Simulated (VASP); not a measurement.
# InWS4 (F-43m) in VASP: single point with PBE

Aim: the single point of InWS4 with PBE.

All numbers are computed with VASP 6.6.1; they aren't measurements. Logs are shortened: lines on timing, memory, paths and dates and some standing lists are left out, and cuts for length are marked.

## Step 1: The cell of the first run

It takes space group F-43m (No. 216, cubic). Conventional cell: a = 7.924 Å, b = 7.924 Å, c = 7.924 Å, α = 90.00°, β = 90.00°, γ = 90.00°. In (site symmetry -43m) has 12 S at 3.28 Å and 4 W at 3.43 Å within 4.3 Å. Within 4.3 Å of W (site symmetry -43m) lie 12 S at 3.29 Å and 4 In at 3.43 Å. S (site symmetry 3m) has 6 S at 2.78 to 2.82 Å and 3 In at 3.28 Å and 3 W at 3.29 Å within 3.7 Å.

## Step 2: Single point, PBE

INCAR reads:

```
PREC = Accurate
ENCUT = 520
EDIFF = 1E-6
ISMEAR = 0
SIGMA = 0.1
LREAL = False
LASPH = True
NELM = 60
ALGO = Normal
ISIF = 2
LWAVE = False
LCHARG = False
GGA = PE
NBANDS = 34
```

KPOINTS reads:

```
regular mesh
0
Gamma
  4 4 4
```

POSCAR reads:

```
InWS4
1.0
    0.0000000000      3.9619372700      3.9619372700
    3.9619372700      0.0000000000      3.9619372700
    3.9619372700      3.9619372700      0.0000000000
In W S
1 1 4
Direct
    0.0000000000      0.0000000000      0.0000000000
    0.2500000000      0.2500000000      0.2500000000
    0.1226459100      0.6257847000      0.6257847000
    0.6257847000      0.1226459100      0.6257847000
    0.6257847000      0.6257847000      0.1226459100
    0.6257847000      0.6257847000      0.6257847000
```

Potentials or basis: VASP PAW PBE potentials, release 64 (In_d, W_sv, S).

Command:

```console
> cat potpaw_PBE.64/In_d/POTCAR potpaw_PBE.64/W_sv/POTCAR potpaw_PBE.64/S/POTCAR > POTCAR
> mpirun -np 1 vasp_std > vasp.out
```

OUTCAR:

```text
PREC = Accurate
   ENCUT = 520
   EDIFF = 1E-6
   ISMEAR = 0
   LREAL = False
   LASPH = True
   NELM = 60
   ISIF = 2
   GGA = PE

 ion  position               nearest neighbor table
   1  0.000  0.000  0.000-   3 3.28   4 3.28   5 3.28   6 3.28   6 3.28   6 3.28   3 3.28   4 3.28
                             4 3.28   3 3.28   5 3.28   5 3.28   2 3.43   2 3.43   2 3.43   2 3.43
   2  0.250  0.250  0.250-   1 3.43   1 3.43   1 3.43   1 3.43
   3  0.123  0.626  0.626-   4 2.78   5 2.78   6 2.78   1 3.28   1 3.28   1 3.28
   4  0.626  0.123  0.626-   3 2.78   5 2.78   6 2.78   1 3.28   1 3.28   1 3.28
   5  0.626  0.626  0.123-   3 2.78   4 2.78   6 2.78   1 3.28   1 3.28   1 3.28
   6  0.626  0.626  0.626-   3 2.78   4 2.78   5 2.78   1 3.28   1 3.28   1 3.28

  LATTYP: Found a face centered cubic cell.
 ALAT       =     7.9238745400

  Lattice vectors:

 A1 = (   0.0000000000,   3.9619372700,   3.9619372700)
 A2 = (   3.9619372700,   0.0000000000,   3.9619372700)
 A3 = (   3.9619372700,   3.9619372700,   0.0000000000)

Analysis of symmetry for initial positions (statically):
=====================================================================
 Subroutine PRICEL returns:
 Original cell was already a primitive cell.

 Routine SETGRP: Setting up the symmetry group for a
 face centered cubic supercell.

 Subroutine GETGRP returns: Found 24 space group operations
 (whereof 24 operations were pure point group operations)
 out of a pool of 48 trial point group operations.

The static configuration has the point symmetry T_d .

Analysis of symmetry for dynamics (positions and initial velocities):
=====================================================================
 Subroutine PRICEL returns:
 Original cell was already a primitive cell.

 Routine SETGRP: Setting up the symmetry group for a
 face centered cubic supercell.

 Subroutine GETGRP returns: Found 24 space group operations
 (whereof 24 operations were pure point group operations)
 out of a pool of 48 trial point group operations.

The dynamic configuration has the point symmetry T_d .

 Subroutine INISYM returns: Found 24 space group operations
 (whereof 24 operations are pure point group operations),
 and found     1 'primitive' translations

----------------------------------------------------------------------------------------

                                     Primitive cell

  volume of cell :     124.3806

  direct lattice vectors                    reciprocal lattice vectors
     0.000000000  3.961937270  3.961937270    -0.126200888  0.126200888  0.126200888
     3.961937270  0.000000000  3.961937270     0.126200888 -0.126200888  0.126200888
     3.961937270  3.961937270  0.000000000     0.126200888  0.126200888 -0.126200888

  length of vectors
     5.603025421  5.603025421  5.603025421     0.218586349  0.218586349  0.218586349

  position of ions in fractional coordinates (direct lattice)
     0.000000000  0.000000000  0.000000000
     0.250000000  0.250000000  0.250000000
     0.122645910  0.625784700  0.625784700
     0.625784700  0.122645910  0.625784700
     0.625784700  0.625784700  0.122645910
     0.625784700  0.625784700  0.625784700

  ion indices of the primitive-cell ions
   primitive index   ion index
                 1           1
                 2           2
                 3           3
                 4           4
                 5           5
                 6           6

----------------------------------------------------------------------------------------

 KPOINTS: regular mesh

Automatic generation of k-mesh.
 Grid dimensions read from file:
 generate k-points for:    4    4    4

 Generating k-lattice:

  Cartesian coordinates                     Fractional coordinates (reciprocal lattice)
    -0.031550222  0.031550222  0.031550222     0.250000000  0.000000000  0.000000000
     0.031550222 -0.031550222  0.031550222     0.000000000  0.250000000  0.000000000
     0.031550222  0.031550222 -0.031550222     0.000000000  0.000000000  0.250000000

  Length of vectors
     0.054646587  0.054646587  0.054646587

  Shift w.r.t. Gamma in fractional coordinates (k-lattice)
     0.000000000  0.000000000  0.000000000

 Subroutine IBZKPT returns following result:
 ===========================================

 Found      8 irreducible k-points:

 Following reciprocal coordinates:
            Coordinates               Weight
  0.000000  0.000000  0.000000      1.000000
  0.250000  0.000000  0.000000      8.000000
  0.500000  0.000000  0.000000      4.000000
  0.250000  0.250000  0.000000      6.000000
  0.500000  0.250000  0.000000     24.000000
 -0.250000  0.250000  0.000000     12.000000
  0.500000  0.500000  0.000000      3.000000
 -0.250000  0.500000  0.250000      6.000000
   k-points           NKPTS =      8   k-points in BZ     NKDIM =      8   number of bands    NBANDS=     34
   number of dos      NEDOS =    301   number of ions     NIONS =      6
   total plane-waves  NPLWV =  74088
   dimension x,y,z NGX =    42 NGY =   42 NGZ =   42
   dimension x,y,z NGXF=    84 NGYF=   84 NGZF=   84
   ions per type =               1   1   4
   NGX,Y,Z   is equivalent  to a cutoff of  12.46, 12.46, 12.46 a.u.
   NGXF,Y,Z  is equivalent  to a cutoff of  24.92, 24.92, 24.92 a.u.
 SYSTEM =  unknown system
   PREC   = accura    normal or accurate (medium, high low for compatibility)
   ISTART =      0    job   : 0-new  1-cont  2-samecut
   ICHARG =      2    charge: 1-file 2-atom 10-const
   ISPIN  =      1    spin polarized calculation?
   LNONCOLLINEAR =      F non collinear calculations
   LSORBIT =      F    spin-orbit coupling
   LASPH  =      T    aspherical Exc in radial PAW
   ENCUT  =  520.0 eV  38.22 Ry    6.18 a.u.  10.42 10.42 10.42*2*pi/ulx,y,z
   NELM   =     60;   NELMIN=  2; NELMDL= -5     # of ELM steps
   EDIFF  = 0.1E-05   stopping-criterion for ELM
   LREAL  =      F    real-space projection
   EDIFFG = 0.1E-04   stopping-criterion for IOM
   NSW    =      0    number of steps for IOM
   IBRION =     -1    ionic relax: 0-MD 1-quasi-New 2-CG
   NFREE  =      0    steps in history (QN), initial steepest desc. (CG)
   ISIF   =      2    stress and relaxation
   ISYM   =      2    0-nonsym 1-usesym 2-fastsym
   POTIM  = 0.5000    time-step for ionic-motion
   TEBEG  =    0.0;   TEEND  =   0.0 temperature during run
   PSTRESS=    0.0 pullay stress
   NELECT =      51.0000    total number of electrons
   NUPDOWN=      -1.0000    fix difference up-down
   EMIN   =  10.00;   EMAX   =-10.00  energy-range for DOS
   EFERMI =   0.00;   METHOD = LEGACY
   ISMEAR =     0;   SIGMA  =   0.10  broadening in eV -4-tet -1-fermi 0-gaus
   EFERMI_NEDOS =   21; number of points for ismear=-14 and -15
   IALGO  =     38    algorithm
   IMIX   =      4    mixing-type and parameters
     AMIX     =   0.40;   BMIX     =  1.00
     AMIX_MAG =   1.60;   BMIX_MAG =  1.00
  volume/ion in A,a.u.               =      20.73       139.89
  Fermi-wavevector in a.u.,A,eV,Ry     =   1.216225  2.298332 20.125785  1.479203
  Thomas-Fermi vector in A             =   2.351586
   LORBIT       =      0    0 simple, 1 ext, 2 COOP (PROOUT), +10 PAW based schemes
   GGA     = PE    functional components
   LHFCALC =     F    Hartree Fock is set to
   AEXX    =    0.0000 exact exchange contribution
   IVDW    =     0    specifies the selected vdW correction
   LEPSILON=     F    determine dielectric tensor
   LRPA    =     F    only Hartree local field effects (RPA)
 non-spin polarized calculation
 Gauss-broadening in eV      SIGMA  =   0.10
  energy-cutoff  :      520.00
  volume of cell :      124.38
 maximum number of plane-waves:      3383
 NGX is ok and might be reduce to    42
   NGX = 21   NGY = 21   NGZ = 21

 number of electron      50.9999985 magnetization

 Free energy of the ion-electron system (eV)
  ---------------------------------------------------
  ext. energy  EPLUGINS =         0.00000000
  ---------------------------------------------------
  free energy    TOTEN  =       -23.12972777 eV

  energy without entropy =      -23.06682258  energy(sigma->0) =      -23.09827518

 E-fermi :   6.4103     XC(G=0): -10.5376

 val. band max:        6.4058051484   @ k =   0.2500   0.0000   0.0000
 cond. band min:       6.4206989175   @ k =   0.5000   0.2500   0.0000
 fundamental gap:      0.0148937691
 Fermi energy:         6.4102909277

 k-point     1 :       0.0000    0.0000    0.0000
  band No.  band energies     occupation
      1     -68.4164      2.00000
      2     -32.5212      2.00000
      3     -32.5212      2.00000
      4     -32.5212      2.00000
      5      -8.8536      2.00000
      6      -7.8268      2.00000
[... 26 lines left out ...]
     33       8.2504      0.00000
     34       8.2504      0.00000

 k-point     2 :       0.2500    0.0000    0.0000
  band No.  band energies     occupation
      1     -68.4164      2.00000
      2     -32.5213      2.00000
      3     -32.5212      2.00000
      4     -32.5212      2.00000
      5      -8.5990      2.00000
      6      -7.8275      2.00000
[... 26 lines left out ...]
     33       9.3466      0.00000
     34       9.3466      0.00000

 k-point     3 :       0.5000    0.0000    0.0000
  band No.  band energies     occupation
      1     -68.4164      2.00000
      2     -32.5214      2.00000
      3     -32.5212      2.00000
      4     -32.5212      2.00000
      5      -8.2238      2.00000
      6      -7.8301      2.00000
[... 26 lines left out ...]
     33       9.8205      0.00000
     34      10.5803      0.00000

 k-point     4 :       0.2500    0.2500    0.0000
  band No.  band energies     occupation
      1     -68.4164      2.00000
      2     -32.5213      2.00000
      3     -32.5212      2.00000
      4     -32.5212      2.00000
      5      -8.5094      2.00000
      6      -7.8517      2.00000
[... 26 lines left out ...]
     33       9.4078      0.00000
     34       9.4078      0.00000

 k-point     5 :       0.5000    0.2500    0.0000
  band No.  band energies     occupation
      1     -68.4164      2.00000
      2     -32.5213      2.00000
      3     -32.5212      2.00000
      4     -32.5212      2.00000
      5      -8.1164      2.00000
      6      -7.8762      2.00000
[... 26 lines left out ...]
     33       9.5949      0.00000
     34      10.5913      0.00000

 k-point     6 :      -0.2500    0.2500    0.0000
  band No.  band energies     occupation
      1     -68.4164      2.00000
      2     -32.5213      2.00000
      3     -32.5213      2.00000
      4     -32.5212      2.00000
      5      -8.2560      2.00000
      6      -7.8493      2.00000
[... 26 lines left out ...]
     33       9.5476      0.00000
     34      10.3664      0.00000

 k-point     7 :       0.5000    0.5000    0.0000
  band No.  band energies     occupation
      1     -68.4164      2.00000
      2     -32.5214      2.00000
      3     -32.5212      2.00000
      4     -32.5212      2.00000
      5      -7.9584      2.00000
      6      -7.9488      2.00000
[... 26 lines left out ...]
     33      10.8536      0.00000
     34      10.8759      0.00000

 k-point     8 :      -0.2500    0.5000    0.2500
  band No.  band energies     occupation
      1     -68.4164      2.00000
      2     -32.5213      2.00000
      3     -32.5213      2.00000
      4     -32.5212      2.00000
      5      -7.9504      2.00000
      6      -7.9286      2.00000
[... 26 lines left out ...]
     33       9.7267      0.00000
     34      10.1278      0.00000

------------------------ aborting loop because EDIFF is reached ----------------------------------------

  FORCE on cell =-STRESS in cart. coord.  units (eV):
  Direction    XX          YY          ZZ          XY          YZ          ZX
  --------------------------------------------------------------------------------------
  -------------------------------------------------------------------------------------
  Total       -7.4901107     -7.4901107     -7.4901107     -0.0000000      0.0000000     -0.0000000
  in kB      -96.4819428    -96.4819428    -96.4819428     -0.0000000      0.0000000     -0.0000000
  external PRESSURE =     -96.4819428 kB  Pullay stress =       0.0000000 kB

 VOLUME and BASIS-vectors are now :
 -----------------------------------------------------------------------------
  energy-cutoff  :      520.00
  volume of cell :      124.38
      direct lattice vectors                 reciprocal lattice vectors
     0.000000000  3.961937270  3.961937270    -0.126200888  0.126200888  0.126200888
     3.961937270  0.000000000  3.961937270     0.126200888 -0.126200888  0.126200888
     3.961937270  3.961937270  0.000000000     0.126200888  0.126200888 -0.126200888

 POSITION                                       TOTAL-FORCE (eV/Angst)
 -----------------------------------------------------------------------------------
      0.00000      0.00000      0.00000         0.000000     -0.000000      0.000000
      1.98097      1.98097      1.98097         0.000000     -0.000000      0.000000
      4.95864      2.96524      2.96524        -0.123427      0.123427      0.123427
      2.96524      4.95864      2.96524         0.123427     -0.123427      0.123427
      2.96524      2.96524      4.95864         0.123427      0.123427     -0.123427
      4.95864      4.95864      4.95864        -0.123427     -0.123427     -0.123427
 -----------------------------------------------------------------------------------
    total drift:                               -0.000040     -0.000040     -0.000040

  FREE ENERGIE OF THE ION-ELECTRON SYSTEM (eV)
  ---------------------------------------------------
  free  energy   TOTEN  =       -23.1297277740 eV

  energy  without entropy=      -23.0668225762  energy(sigma->0) =      -23.09827518
```

Run time: 43 s. Hardware: 1 thread of Intel Xeon Platinum 8375C at 2.90GHz (Ice Lake), shared host; peak memory 0.26 GiB.

What came out:

```
Free energy   : -23.1297 eV
Pressure      : -9.6 GPa
Largest force : 0.214 eV/Å
```

Forces in eV/Å, atoms in the order of the input:
```
In   0.000  0.000  0.000
W    0.000  0.000  0.000
S   -0.123  0.123  0.123
S    0.123 -0.123  0.123
S    0.123  0.123 -0.123
S   -0.123 -0.123 -0.123
```

Levels at points of the mesh, in eV from the Fermi level:
```csv
k point,band 22,band 23,band 24,band 25,band 26,band 27,band 28,band 29
"(0.00, 0.00, 0.00)",-0.30,-0.30,0.55,0.55,0.55,0.90,0.90,1.41
"(0.50, 0.00, 0.00)",-2.53,-2.33,-0.03,-0.03,0.22,0.60,0.60,0.61
"(0.50, 0.50, 0.00)",-2.48,-2.07,-0.59,-0.40,-0.40,-0.24,0.40,1.10
```

Caveat: spin-orbit coupling is left out, which moves the levels of the heavy elements.
